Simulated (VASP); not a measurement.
# Au (C2/m) in VASP: single point with PBE

Aim: the single point of Au with PBE.

All numbers are computed with VASP 6.6.1; they aren't measurements. Logs are shortened: lines on timing, memory, paths and dates and some standing lists are left out, and cuts for length are marked.

## 1. The cell of the first run

The structure is monoclinic, space group C2/m (No. 12). The conventional cell has a = 5.133 Å, b = 2.840 Å, c = 2.955 Å, α = 90.00°, β = 123.25°, γ = 90.00°. Within 3.7 Å of Au (site symmetry 2/m) lie 12 Au at 2.84 to 3.00 Å.

## 2. Single point, PBE

Input file INCAR:

```
SYSTEM = Au
PREC = Accurate
ENCUT = 520
EDIFF = 1E-6
ISMEAR = 0
SIGMA = 0.1
LREAL = .False.
LASPH = .True.
NELM = 100
ALGO = Fast
ISIF = 2
LWAVE = .False.
LCHARG = .False.
GGA = PE
NBANDS = 30
```

Input file KPOINTS:

```
Automatic mesh
0
Gamma
  7 6 14
  0 0 0
```

Input file POSCAR:

```
Au
1.0
    5.2929863098      0.0000000000      0.0390640655
    0.0000000000      5.6802178820      0.0000000000
   -1.7466538379      0.0000000000      2.3839363928
Au
4
Direct
    0.0000000000      0.5000000000      0.0000000000
    0.5000000000      0.7500000000      0.0000000000
    0.0000000000      0.0000000000      0.0000000000
    0.5000000000      0.2500000000      0.0000000000
```

Potentials or basis: VASP PAW PBE potentials, release 64 (Au).

On the command line:

```console
cat potpaw_PBE.64/Au/POTCAR > POTCAR
mpirun -np 1 vasp_std > vasp.out
```

OUTCAR:

```text
SYSTEM = Au
   PREC = Accurate
   ENCUT = 520
   EDIFF = 1E-6
   ISMEAR = 0
   LREAL = .False.
   LASPH = .True.
   NELM = 100
   ISIF = 2
   GGA = PE

 ion  position               nearest neighbor table
   1  0.000  0.500  0.000-   3 2.84   3 2.84   2 2.93   4 2.93   2 2.93   4 2.93   2 3.00   4 3.00
                             4 3.00   2 3.00
   2  0.500  0.750  0.000-   4 2.84   4 2.84   1 2.93   3 2.93   1 2.93   3 2.93   1 3.00   3 3.00
                             1 3.00   3 3.00
   3  0.000  0.000  0.000-   1 2.84   1 2.84   2 2.93   4 2.93   2 2.93   4 2.93   2 3.00   4 3.00
                             4 3.00   2 3.00
   4  0.500  0.250  0.000-   2 2.84   2 2.84   1 2.93   3 2.93   1 2.93   3 2.93   1 3.00   3 3.00
                             3 3.00   1 3.00

  LATTYP: Found a simple monoclinic cell.
 ALAT       =     2.9553260995
 B/A-ratio  =     1.9220274483
 C/A-ratio  =     1.4533232945
 COS(beta)  =    -0.0329258495

  Lattice vectors:

 A1 = (  -1.7466538379,   0.0000000000,   2.3839363928)
 A2 = (   0.0000000000,  -5.6802178820,   0.0000000000)
 A3 = (   3.5463324719,   0.0000000000,   2.4230004583)

Analysis of symmetry for initial positions (statically):
=====================================================================
 Subroutine PRICEL returns following result:

  LATTYP: Found a base centered monoclinic cell.
 ALAT       =     5.1327853137
 B/A-ratio  =     0.5533270471
 C/A-ratio  =     0.5757743445
 COS(beta)  =    -0.5482224458

  Lattice vectors:

 A1 = (  -0.8998393170,   1.4200544705,  -2.4034684255)
 A2 = (  -0.8998393170,  -1.4200544705,  -2.4034684255)
 A3 = (  -1.7466538379,   0.0000000000,   2.3839363928)

   4 primitive cells build up your supercell.

 Routine SETGRP: Setting up the symmetry group for a
 simple monoclinic supercell.

 Subroutine GETGRP returns: Found  4 space group operations
 (whereof  4 operations were pure point group operations)
 out of a pool of  4 trial point group operations.

The static configuration has the point symmetry C_2h.

Analysis of symmetry for dynamics (positions and initial velocities):
=====================================================================
 Subroutine PRICEL returns following result:

  LATTYP: Found a base centered monoclinic cell.
 ALAT       =     5.1327853137
 B/A-ratio  =     0.5533270471
 C/A-ratio  =     0.5757743445
 COS(beta)  =    -0.5482224458

  Lattice vectors:

 A1 = (  -0.8998393170,   1.4200544705,  -2.4034684255)
 A2 = (  -0.8998393170,  -1.4200544705,  -2.4034684255)
 A3 = (  -1.7466538379,   0.0000000000,   2.3839363928)

   4 primitive cells build up your supercell.

 Routine SETGRP: Setting up the symmetry group for a
 simple monoclinic supercell.

 Subroutine GETGRP returns: Found  4 space group operations
 (whereof  4 operations were pure point group operations)
 out of a pool of  4 trial point group operations.

The dynamic configuration has the point symmetry C_2h.

 Subroutine INISYM returns: Found  4 space group operations
 (whereof  4 operations are pure point group operations),
 and found     4 'primitive' translations

----------------------------------------------------------------------------------------

                                     Primitive cell

  volume of cell :      18.0153

  direct lattice vectors                    reciprocal lattice vectors
    -0.899839317  1.420054470 -2.403468426    -0.187913140  0.352099170 -0.137679515
    -0.899839317 -1.420054470 -2.403468426    -0.187913140 -0.352099170 -0.137679515
    -1.746653838  0.000000000  2.383936393    -0.378905495  0.000000000  0.141859181

  length of vectors
     2.933074491  2.933074491  2.955326099     0.422185768  0.422185768  0.404590411

  position of ions in fractional coordinates (direct lattice)
     1.000000000  0.000000000  0.000000000

  ion indices of the primitive-cell ions
   primitive index   ion index
                 1           1

----------------------------------------------------------------------------------------

 KPOINTS: Automatic mesh

Automatic generation of k-mesh.
 Grid dimensions read from file:
 generate k-points for:    7    6   14

 Generating k-lattice:

  Cartesian coordinates                     Fractional coordinates (reciprocal lattice)
     0.026844734  0.000000000  0.019668502     0.142857143  0.000000000  0.000000000
     0.000000000  0.029341597  0.000000000     0.000000000  0.166666667  0.000000000
    -0.000219944  0.000000000  0.029801301     0.000000000  0.000000000  0.071428571

  Length of vectors
     0.033278968  0.029341597  0.029802112

  Shift w.r.t. Gamma in fractional coordinates (k-lattice)
     0.000000000  0.000000000  0.000000000

 Subroutine IBZKPT returns following result:
 ===========================================

 Found    200 irreducible k-points:

 Following reciprocal coordinates:
            Coordinates               Weight
  0.000000  0.000000  0.000000      1.000000
  0.142857  0.000000  0.000000      2.000000
  0.285714  0.000000 -0.000000      2.000000
  0.428571  0.000000 -0.000000      2.000000
  0.000000  0.166667  0.000000      2.000000
  0.142857  0.166667  0.000000      4.000000
[... 16 lines left out ...]
 -0.142857  0.000000  0.071429      2.000000
  0.000000  0.166667  0.071429      4.000000
 [... further k-points ...]
   k-points           NKPTS =    200   k-points in BZ     NKDIM =    200   number of bands    NBANDS=     30
   number of dos      NEDOS =    301   number of ions     NIONS =      4
   total plane-waves  NPLWV =  40320
   dimension x,y,z NGX =    40 NGY =   42 NGZ =   24
   dimension x,y,z NGXF=    80 NGYF=   84 NGZF=   48
   ions per type =               4
   NGX,Y,Z   is equivalent  to a cutoff of  12.56, 12.29, 13.50 a.u.
   NGXF,Y,Z  is equivalent  to a cutoff of  25.13, 24.58, 27.00 a.u.
 SYSTEM =  Au
   PREC   = accura    normal or accurate (medium, high low for compatibility)
   ISTART =      0    job   : 0-new  1-cont  2-samecut
   ICHARG =      2    charge: 1-file 2-atom 10-const
   ISPIN  =      1    spin polarized calculation?
   LNONCOLLINEAR =      F non collinear calculations
   LSORBIT =      F    spin-orbit coupling
   LASPH  =      T    aspherical Exc in radial PAW
   ENCUT  =  520.0 eV  38.22 Ry    6.18 a.u.   9.84 10.56  5.49*2*pi/ulx,y,z
   NELM   =    100;   NELMIN=  2; NELMDL= -5     # of ELM steps
   EDIFF  = 0.1E-05   stopping-criterion for ELM
   LREAL  =      F    real-space projection
   EDIFFG = 0.1E-04   stopping-criterion for IOM
   NSW    =      0    number of steps for IOM
   IBRION =     -1    ionic relax: 0-MD 1-quasi-New 2-CG
   NFREE  =      0    steps in history (QN), initial steepest desc. (CG)
   ISIF   =      2    stress and relaxation
   ISYM   =      2    0-nonsym 1-usesym 2-fastsym
   POTIM  = 0.5000    time-step for ionic-motion
   TEBEG  =    0.0;   TEEND  =   0.0 temperature during run
   PSTRESS=    0.0 pullay stress
   NELECT =      44.0000    total number of electrons
   NUPDOWN=      -1.0000    fix difference up-down
   EMIN   =  10.00;   EMAX   =-10.00  energy-range for DOS
   EFERMI =   0.00;   METHOD = LEGACY
   ISMEAR =     0;   SIGMA  =   0.10  broadening in eV -4-tet -1-fermi 0-gaus
   EFERMI_NEDOS =   21; number of points for ismear=-14 and -15
   IALGO  =     68    algorithm
   IMIX   =      4    mixing-type and parameters
     AMIX     =   0.40;   BMIX     =  1.00
     AMIX_MAG =   1.60;   BMIX_MAG =  1.00
  volume/ion in A,a.u.               =      18.02       121.57
  Fermi-wavevector in a.u.,A,eV,Ry     =   1.388859  2.624563 26.244684  1.928930
  Thomas-Fermi vector in A             =   2.512945
   LORBIT       =      0    0 simple, 1 ext, 2 COOP (PROOUT), +10 PAW based schemes
   GGA     = PE    functional components
   LHFCALC =     F    Hartree Fock is set to
   AEXX    =    0.0000 exact exchange contribution
   IVDW    =     0    specifies the selected vdW correction
   LEPSILON=     F    determine dielectric tensor
   LRPA    =     F    only Hartree local field effects (RPA)
 non-spin polarized calculation
 RMM-DIIS sequential band-by-band and
 Gauss-broadening in eV      SIGMA  =   0.10
  energy-cutoff  :      520.00
  volume of cell :       72.06
 maximum number of plane-waves:      1962
   NGX = 19   NGY = 21   NGZ = 11

 number of electron      43.9999997 magnetization

 Free energy of the ion-electron system (eV)
  ---------------------------------------------------
  ext. energy  EPLUGINS =         0.00000000
  ---------------------------------------------------
  free energy    TOTEN  =       -12.85919056 eV

  energy without entropy =      -12.85320714  energy(sigma->0) =      -12.85619885

 E-fermi :   8.6156     XC(G=0): -12.3849

 val. band max:        8.5863113132   @ k =   0.2857   0.3333   0.3571
 cond. band min:       8.6176938626   @ k =   0.2857   0.0000   0.0714
 fundamental gap:      0.0313825494
 Fermi energy:         8.6156315046

 k-point     1 :       0.0000    0.0000    0.0000
  band No.  band energies     occupation
      1      -0.7105      2.00000
      2       1.9165      2.00000
      3       2.2842      2.00000
      4       3.0682      2.00000
      5       3.0682      2.00000
      6       3.5321      2.00000
[... 22 lines left out ...]
     29      18.2931      0.00000
     30      18.2931      0.00000

 k-point     2 :       0.1429    0.0000    0.0000
  band No.  band energies     occupation
      1      -0.4992      2.00000
      2       1.9692      2.00000
      3       2.3570      2.00000
      4       2.5695      2.00000
      5       2.5695      2.00000
      6       3.7523      2.00000
[... 22 lines left out ...]
     29      19.9774      0.00000
     30      20.0946      0.00000

 k-point     3 :       0.2857    0.0000   -0.0000
  band No.  band energies     occupation
      1       0.1100      2.00000
      2       2.0469      2.00000
      3       2.0858      2.00000
      4       2.0858      2.00000
      5       2.5596      2.00000
      6       3.5208      2.00000
[... 682 lines left out ...]
     29      18.8878      0.00000
     30      18.8878      0.00000

 k-point    24 :       0.0000    0.1667    0.0714
  band No.  band energies     occupation
      1      -0.3741      2.00000
      2       2.1313      2.00000
      3       2.4107      2.00000
      4       2.4476      2.00000
      5       3.1291      2.00000
      6       3.5810      2.00000
[... 22 lines left out ...]
     29      18.1555      0.00000
     30      19.1412      0.00000

 [... further k-points ...]
[... 5 lines left out ...]
  --------------------------------------------------------------------------------------
  -------------------------------------------------------------------------------------
  Total       -0.7711764      0.3964847     -0.1335956      0.0000000      0.0000000     -0.0072676
  in kB      -17.1459608      8.8152479     -2.9702991      0.0000000      0.0000000     -0.1615839
  external PRESSURE =      -3.7670040 kB  Pullay stress =       0.0000000 kB

 VOLUME and BASIS-vectors are now :
 -----------------------------------------------------------------------------
  energy-cutoff  :      520.00
  volume of cell :       72.06
      direct lattice vectors                 reciprocal lattice vectors
     5.292986310  0.000000000  0.039064066     0.187913140  0.000000000  0.137679515
     0.000000000  5.680217882  0.000000000     0.000000000  0.176049585  0.000000000
    -1.746653838  0.000000000  2.383936393    -0.003079214  0.000000000  0.417218212

 POSITION                                       TOTAL-FORCE (eV/Angst)
 -----------------------------------------------------------------------------------
      0.00000      2.84011      0.00000         0.000000      0.000000      0.000000
      2.64649      4.26016      0.01953        -0.000000     -0.000000      0.000000
      0.00000      0.00000      0.00000        -0.000000      0.000000     -0.000000
      2.64649      1.42005      0.01953         0.000000      0.000000      0.000000
 -----------------------------------------------------------------------------------
    total drift:                                0.000000     -0.000000     -0.000000

  FREE ENERGIE OF THE ION-ELECTRON SYSTEM (eV)
  ---------------------------------------------------
  free  energy   TOTEN  =       -12.8591905592 eV

  energy  without entropy=      -12.8532071412  energy(sigma->0) =      -12.85619885
```

Run time: 5.3 min. Hardware: 1 thread of Intel Xeon 8259CL, shared host; peak memory 0.42 GiB.

What came out:

```yaml
Free_energy: -12.8592 eV
Pressure: -0.4 GPa
Band_gap_on_the_k_mesh: zero (bands 22 and 23 overlap by 4.27 eV)
```

Stress tensor (GPa, compression positive):
```
-1.71  0.00 -0.02
 0.00  0.88  0.00
-0.02  0.00 -0.30
```

Caveat: spin-orbit coupling is left out, which moves the levels of the heavy elements.

The gap in the log of VASP goes by the Fermi energy; the results here count the filled bands.